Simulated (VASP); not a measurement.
# AlCo (P4mm) in VASP: single point with PBE

Aim: the single point of AlCo with PBE.

Program: VASP 6.6.1. These are calculated values, not measurements. Logs are shortened: lines on timing, memory, paths and dates and some standing lists are left out, and cuts for length are marked.

### 1 The cell of the first run

It takes space group P4mm (No. 99, tetragonal). The conventional cell has a = 2.852 Å, b = 2.852 Å, c = 8.406 Å, α = 90.00°, β = 90.00°, γ = 90.00°. Within 3.3 Å of Al (site symmetry 4mm) lie 8 Co at 2.47 Å and 6 Al at 2.70 to 2.85 Å. Within 3.3 Å of Al (site symmetry 4mm) lie 8 Co at 2.47 Å and 6 Al at 2.85 Å. Al (site symmetry 4mm) has 8 Co at 2.39 to 2.47 Å and 6 Al at 2.70 to 2.85 Å within 3.2 Å. Within 3.2 Å of Co (site symmetry 4mm) lie 8 Al at 2.39 to 2.47 Å and 6 Co at 2.70 to 2.85 Å. Within 3.3 Å of Co (site symmetry 4mm) lie 8 Al at 2.47 Å and 6 Co at 2.85 Å. Co (site symmetry 4mm) has 8 Al at 2.47 Å and 6 Co at 2.70 to 2.85 Å within 3.3 Å.

### 2 Single point, PBE (the distance across one plane changed)

INCAR reads:

```
SYSTEM = AlCo
ALGO = Fast
EDIFF = 1E-7
ENCUT = 520
GGA = PE
ISIF = 2
ISMEAR = 0
LASPH = .TRUE.
LCHARG = .TRUE.
LELF = .TRUE.
LREAL = .FALSE.
LVHAR = .TRUE.
LWAVE = .FALSE.
NBANDS = 27
NELM = 60
PREC = Accurate
SIGMA = 0.15
```

KPOINTS reads:

```
k-points
0
G
  21 21 7
  0 0 0
```

POSCAR reads:

```
AlCo
1.0
    0.0000000000     -2.8519024102      0.0000000000
    0.0000000000      0.0000000000     -2.8519024102
    8.4057072306      0.0000000000      0.0000000000
Al Co
3 3
Direct
    1.0000000000      1.0000000000      0.2544442905
    1.0000000000      1.0000000000      0.5937259633
    1.0000000000      1.0000000000      0.9330076361
    0.5000000000      0.5000000000      0.0848034541
    0.5000000000      0.5000000000      0.4240851269
    0.5000000000      0.5000000000      0.7633667997
```

Potentials or basis: VASP PAW PBE potentials, release 64 (Al, Co).

Launch:

```
$ cat potpaw_PBE.64/Al/POTCAR potpaw_PBE.64/Co/POTCAR > POTCAR
$ mpirun -np 1 vasp_std > vasp.out
```

OUTCAR:

```text
SYSTEM = AlCo
   EDIFF = 1E-7
   ENCUT = 520
   GGA = PE
   ISIF = 2
   ISMEAR = 0
   LASPH = .TRUE.
   LREAL = .FALSE.
   NELM = 60
   PREC = Accurate

 ion  position               nearest neighbor table
   1  0.000  0.000  0.254-   4 2.47   4 2.47   4 2.47   4 2.47   5 2.47   5 2.47   5 2.47   5 2.47
                             3 2.70   2 2.85
   2  0.000  0.000  0.594-   5 2.47   6 2.47   5 2.47   6 2.47   5 2.47   6 2.47   5 2.47   6 2.47
                             3 2.85   1 2.85
   3  0.000  0.000  0.933-   4 2.39   4 2.39   4 2.39   4 2.39   6 2.47   6 2.47   6 2.47   6 2.47
                             1 2.70   2 2.85
   4  0.500  0.500  0.085-   3 2.39   3 2.39   3 2.39   3 2.39   1 2.47   1 2.47   1 2.47   1 2.47
                             6 2.70   5 2.85
   5  0.500  0.500  0.424-   2 2.47   2 2.47   2 2.47   2 2.47   1 2.47   1 2.47   1 2.47   1 2.47
                             6 2.85   4 2.85
   6  0.500  0.500  0.763-   2 2.47   3 2.47   2 2.47   3 2.47   2 2.47   3 2.47   2 2.47   3 2.47
                             4 2.70   5 2.85

  LATTYP: Found a simple tetragonal cell.
 ALAT       =     2.8519024102
 C/A-ratio  =     2.9474035298

  Lattice vectors:

 A1 = (   0.0000000000,  -2.8519024102,   0.0000000000)
 A2 = (   0.0000000000,   0.0000000000,  -2.8519024102)
 A3 = (   8.4057072306,   0.0000000000,   0.0000000000)

Analysis of symmetry for initial positions (statically):
=====================================================================
 Subroutine PRICEL returns:
 Original cell was already a primitive cell.

 Routine SETGRP: Setting up the symmetry group for a
 simple tetragonal supercell.

 Subroutine GETGRP returns: Found  8 space group operations
 (whereof  8 operations were pure point group operations)
 out of a pool of 16 trial point group operations.

The static configuration has the point symmetry C_4v.

Analysis of symmetry for dynamics (positions and initial velocities):
=====================================================================
 Subroutine PRICEL returns:
 Original cell was already a primitive cell.

 Routine SETGRP: Setting up the symmetry group for a
 simple tetragonal supercell.

 Subroutine GETGRP returns: Found  8 space group operations
 (whereof  8 operations were pure point group operations)
 out of a pool of 16 trial point group operations.

The dynamic configuration has the point symmetry C_4v.

 Subroutine INISYM returns: Found  8 space group operations
 (whereof  8 operations are pure point group operations),
 and found     1 'primitive' translations

----------------------------------------------------------------------------------------

                                     Primitive cell

  volume of cell :      68.3665

  direct lattice vectors                    reciprocal lattice vectors
     0.000000000 -2.851902410  0.000000000     0.000000000 -0.350643134  0.000000000
     0.000000000  0.000000000 -2.851902410     0.000000000  0.000000000 -0.350643134
     8.405707231  0.000000000  0.000000000     0.118966789  0.000000000  0.000000000

  length of vectors
     2.851902410  2.851902410  8.405707231     0.350643134  0.350643134  0.118966789

  position of ions in fractional coordinates (direct lattice)
     0.000000000  0.000000000  0.254444290
     0.000000000  0.000000000  0.593725963
     0.000000000  0.000000000  0.933007636
     0.500000000  0.500000000  0.084803454
     0.500000000  0.500000000  0.424085127
     0.500000000  0.500000000  0.763366800

  ion indices of the primitive-cell ions
   primitive index   ion index
                 1           1
                 2           2
                 3           3
                 4           4
                 5           5
                 6           6

----------------------------------------------------------------------------------------

 KPOINTS: k-points

Automatic generation of k-mesh.
 Grid dimensions read from file:
 generate k-points for:   21   21    7

 Generating k-lattice:

  Cartesian coordinates                     Fractional coordinates (reciprocal lattice)
     0.000000000 -0.016697292  0.000000000     0.047619048  0.000000000  0.000000000
     0.000000000  0.000000000 -0.016697292     0.000000000  0.047619048  0.000000000
     0.016995256  0.000000000  0.000000000     0.000000000  0.000000000  0.142857143

  Length of vectors
     0.016697292  0.016697292  0.016995256

  Shift w.r.t. Gamma in fractional coordinates (k-lattice)
     0.000000000  0.000000000  0.000000000

 Subroutine IBZKPT returns following result:
 ===========================================

 Found    264 irreducible k-points:

 Following reciprocal coordinates:
            Coordinates               Weight
  0.000000  0.000000  0.000000      1.000000
  0.047619  0.000000  0.000000      4.000000
  0.095238  0.000000  0.000000      4.000000
  0.142857  0.000000  0.000000      4.000000
  0.190476  0.000000  0.000000      4.000000
  0.238095  0.000000  0.000000      4.000000
[... 16 lines left out ...]
  0.142857  0.095238  0.000000      8.000000
  0.190476  0.095238  0.000000      8.000000
 [... further k-points ...]
   k-points           NKPTS =    264   k-points in BZ     NKDIM =    264   number of bands    NBANDS=     27
   number of dos      NEDOS =    301   number of ions     NIONS =      6
   total plane-waves  NPLWV =  36864
   dimension x,y,z NGX =    24 NGY =   24 NGZ =   64
   dimension x,y,z NGXF=    48 NGYF=   48 NGZF=  128
   ions per type =               3   3
   NGX,Y,Z   is equivalent  to a cutoff of  13.99, 13.99, 12.66 a.u.
   NGXF,Y,Z  is equivalent  to a cutoff of  27.98, 27.98, 25.32 a.u.
 SYSTEM =  AlCo
   PREC   = accura    normal or accurate (medium, high low for compatibility)
   ISTART =      0    job   : 0-new  1-cont  2-samecut
   ICHARG =      2    charge: 1-file 2-atom 10-const
   ISPIN  =      1    spin polarized calculation?
   LNONCOLLINEAR =      F non collinear calculations
   LSORBIT =      F    spin-orbit coupling
   LASPH  =      T    aspherical Exc in radial PAW
   ENCUT  =  520.0 eV  38.22 Ry    6.18 a.u.   5.30  5.30 15.63*2*pi/ulx,y,z
   NELM   =     60;   NELMIN=  2; NELMDL= -5     # of ELM steps
   EDIFF  = 0.1E-06   stopping-criterion for ELM
   LREAL  =      F    real-space projection
   EDIFFG = 0.1E-05   stopping-criterion for IOM
   NSW    =      0    number of steps for IOM
   IBRION =     -1    ionic relax: 0-MD 1-quasi-New 2-CG
   NFREE  =      0    steps in history (QN), initial steepest desc. (CG)
   ISIF   =      2    stress and relaxation
   ISYM   =      2    0-nonsym 1-usesym 2-fastsym
   POTIM  = 0.5000    time-step for ionic-motion
   TEBEG  =    0.0;   TEEND  =   0.0 temperature during run
   PSTRESS=    0.0 pullay stress
   NELECT =      36.0000    total number of electrons
   NUPDOWN=      -1.0000    fix difference up-down
   EMIN   =  10.00;   EMAX   =-10.00  energy-range for DOS
   EFERMI =   0.00;   METHOD = LEGACY
   ISMEAR =     0;   SIGMA  =   0.15  broadening in eV -4-tet -1-fermi 0-gaus
   EFERMI_NEDOS =   21; number of points for ismear=-14 and -15
   IALGO  =     68    algorithm
   IMIX   =      4    mixing-type and parameters
     AMIX     =   0.40;   BMIX     =  1.00
     AMIX_MAG =   1.60;   BMIX_MAG =  1.00
  volume/ion in A,a.u.               =      11.39        76.89
  Fermi-wavevector in a.u.,A,eV,Ry     =   1.321989  2.498197 23.778285  1.747655
  Thomas-Fermi vector in A             =   2.451703
   LORBIT       =      0    0 simple, 1 ext, 2 COOP (PROOUT), +10 PAW based schemes
   GGA     = PE    functional components
   LHFCALC =     F    Hartree Fock is set to
   AEXX    =    0.0000 exact exchange contribution
   IVDW    =     0    specifies the selected vdW correction
   LEPSILON=     F    determine dielectric tensor
   LRPA    =     F    only Hartree local field effects (RPA)
 non-spin polarized calculation
 RMM-DIIS sequential band-by-band and
 Gauss-broadening in eV      SIGMA  =   0.15
  energy-cutoff  :      520.00
  volume of cell :       68.37
 maximum number of plane-waves:      1871
 NGX is ok and might be reduce to    24
   NGX = 11   NGY = 11   NGZ = 31

 number of electron      35.9999992 magnetization

 Free energy of the ion-electron system (eV)
  ---------------------------------------------------
  ext. energy  EPLUGINS =         0.00000000
  ---------------------------------------------------
  free energy    TOTEN  =       -35.88629501 eV

  energy without entropy =      -35.85763901  energy(sigma->0) =      -35.87196701

 E-fermi :  10.7627     XC(G=0): -12.3401

 val. band max:       10.7610538252   @ k =   0.4762   0.0476   0.0000
 cond. band min:      10.7742006190   @ k =   0.4286   0.1429   0.4286
 fundamental gap:      0.0131467938
 Fermi energy:        10.7626781671

 k-point     1 :       0.0000    0.0000    0.0000
  band No.  band energies     occupation
      1      -0.4089      2.00000
      2       1.6365      2.00000
      3       1.8013      2.00000
      4       6.5472      2.00000
      5       6.6946      2.00000
      6       7.6988      2.00000
[... 19 lines left out ...]
     26      19.3063      0.00000
     27      19.3595      0.00000

 k-point     2 :       0.0476    0.0000    0.0000
  band No.  band energies     occupation
      1      -0.3659      2.00000
      2       1.6762      2.00000
      3       1.8404      2.00000
      4       6.5708      2.00000
      5       6.7159      2.00000
      6       7.6979      2.00000
[... 19 lines left out ...]
     26      19.1548      0.00000
     27      19.4221      0.00000

 k-point     3 :       0.0952    0.0000    0.0000
  band No.  band energies     occupation
      1      -0.2372      2.00000
      2       1.7945      2.00000
      3       1.9571      2.00000
      4       6.6403      2.00000
      5       6.7781      2.00000
      6       7.6854      2.00000
[... 594 lines left out ...]
      1       0.1456      2.00000
      2       2.1444      2.00000
      3       2.3020      2.00000
      4       6.8391      2.00000
      5       6.9584      2.00000
      6       7.6796      2.00000
[... 19 lines left out ...]
     26      18.0201      0.00000
     27      18.2383      0.00000

 k-point    24 :       0.1905    0.0952    0.0000
  band No.  band energies     occupation
      1       0.4401      2.00000
      2       2.4110      2.00000
      3       2.5645      2.00000
      4       6.9766      2.00000
      5       7.0816      2.00000
      6       7.5879      2.00000
[... 19 lines left out ...]
     26      18.3119      0.00000
     27      18.4958      0.00000

 [... further k-points ...]

------------------------ aborting loop because EDIFF is reached ----------------------------------------

  FORCE on cell =-STRESS in cart. coord.  units (eV):
  Direction    XX          YY          ZZ          XY          YZ          ZX
  --------------------------------------------------------------------------------------
  -------------------------------------------------------------------------------------
  Total        2.5726731      1.1174120      1.1174120      0.0000000      0.0000000     -0.0000000
  in kB       60.2908781     26.1866732     26.1866732      0.0000000      0.0000000     -0.0000000
  external PRESSURE =      37.5547415 kB  Pullay stress =       0.0000000 kB

 VOLUME and BASIS-vectors are now :
 -----------------------------------------------------------------------------
  energy-cutoff  :      520.00
  volume of cell :       68.37
      direct lattice vectors                 reciprocal lattice vectors
     0.000000000 -2.851902410  0.000000000     0.000000000 -0.350643134  0.000000000
     0.000000000  0.000000000 -2.851902410     0.000000000  0.000000000 -0.350643134
     8.405707231  0.000000000  0.000000000     0.118966789  0.000000000  0.000000000

 POSITION                                       TOTAL-FORCE (eV/Angst)
 -----------------------------------------------------------------------------------
      2.13878      0.00000      0.00000         0.388438      0.000000     -0.000000
      4.99069      0.00000      0.00000         0.014804      0.000000     -0.000000
      7.84259      0.00000      0.00000        -1.038125     -0.000000     -0.000000
      0.71283     -1.42595     -1.42595         0.950530     -0.000000      0.000000
      3.56474     -1.42595     -1.42595        -0.015286     -0.000000     -0.000000
      6.41664     -1.42595     -1.42595        -0.300360     -0.000000      0.000000
 -----------------------------------------------------------------------------------
    total drift:                               -0.000225     -0.000000      0.000000

  FREE ENERGIE OF THE ION-ELECTRON SYSTEM (eV)
  ---------------------------------------------------
  free  energy   TOTEN  =       -35.8862950061 eV

  energy  without entropy=      -35.8576390071  energy(sigma->0) =      -35.87196701
```

It took 7.7 min on 1 thread of AMD EPYC 7R13 (Zen 3), shared host; peak memory 0.46 GiB.

What came out:

```
Free energy            : -35.8863 eV
Pressure               : 3.8 GPa
Largest force          : 1.038 eV/Å
Band gap on the k mesh : zero (bands 18 and 19 overlap by 0.96 eV)
```

Forces in eV/Å, atoms in the order of the input:
```
Al   0.388  0.000  0.000
Al   0.015  0.000  0.000
Al  -1.038  0.000  0.000
Co   0.951  0.000  0.000
Co  -0.015  0.000  0.000
Co  -0.300  0.000  0.000
```

Levels at points of the mesh, in eV from the Fermi level:
| k point | band 16 | band 17 | band 18 | band 19 | band 20 | band 21 |
| --- | --- | --- | --- | --- | --- | --- |
| (0.00, 0.00, 0.00) | -0.80 | -0.78 | -0.73 | 0.64 | 0.96 | 5.84 |

Caveat: the cell differs from its parent crystal (the distance across one plane changed); the cell stands under pressure; the run has no spin polarisation, though such a crystal can be magnetic; forces of over 1 eV/Å act on the atoms, so gaps and moduli don't describe the material at rest.
